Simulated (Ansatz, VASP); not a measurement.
## Sn: VASP beside Ansatz

File INCAR:

```
SYSTEM = Sn
  PREC = Accurate
  ENCUT = 520
  EDIFF = 1E-6
  ISMEAR = 1
  SIGMA = 0.03
  LREAL = .FALSE.
  LASPH = .TRUE.
  NELM = 100
  ALGO = Normal
  ISIF = 2
  LWAVE = .FALSE.
  LCHARG = .FALSE.
  GGA = PE
  NBANDS = 21
```

File KPOINTS:

```
Automatic mesh
0
G
  8 8 8
  0 0 0
```

Contents of POSCAR:

```
Sn
1.0
    0.0000000000      3.3289000152      3.3289000152
    3.3289000152      0.0000000000      3.3289000152
    3.3289000152      3.3289000152      0.0000000000
Sn
2
Direct
    0.5000000000      0.5000000000      0.5000000000
    0.7500000000      0.7500000000      0.7500000000
```

Input for Ansatz:

```yaml
crystal:
  lattice:
    - [0.0, 3.3289000152, 3.3289000152]
    - [3.3289000152, 0.0, 3.3289000152]
    - [3.3289000152, 3.3289000152, 0.0]
  atoms:
    - { symbol: Sn, position: [0.5, 0.5, 0.5] }
    - { symbol: Sn, position: [0.75, 0.75, 0.75] }
hamiltonian:
  xc: pbe
  pseudopotentials:
    kind: paw
    azcp:
      Sn: "pseudopotentials/Sn.paw.azcp"
basis:
  ecutwfc: 420
  fft_grid_basis: typed
kpoints:
  mp_grid: { grid: [8, 8, 8], shift: [0, 0, 0] }
magnetization:
  spin_polarized: false
scf:
  occupations: { method: methfessel_paxton, width: 0.03 }
  lower_state_search: "off"
output:
  stress: true
```

Alike in both runs: task single point; functional PBE; k mesh 8 × 8 × 8; occupations methfessel-paxton of order 1, width 0.03 eV; no spin polarisation.

|  | VASP | Ansatz |
| --- | --- | --- |
| version | VASP 6.6.1 | Ansatz 0.2.0 |
| potentials or method | VASP PAW PBE potentials, release 64 (Sn_d), cutoff 520 eV | plane waves (420 eV) with PAW, scalar-relativistic |
| valence electrons in the cell | 28 | 28 |

|  | VASP | Ansatz | Ansatz less VASP |
| --- | --- | --- | --- |
| pressure (GPa) | -0.1 | -0.1 | +0.05 |

The functional is the same, so the differences come from potentials, cutoffs and numerics.
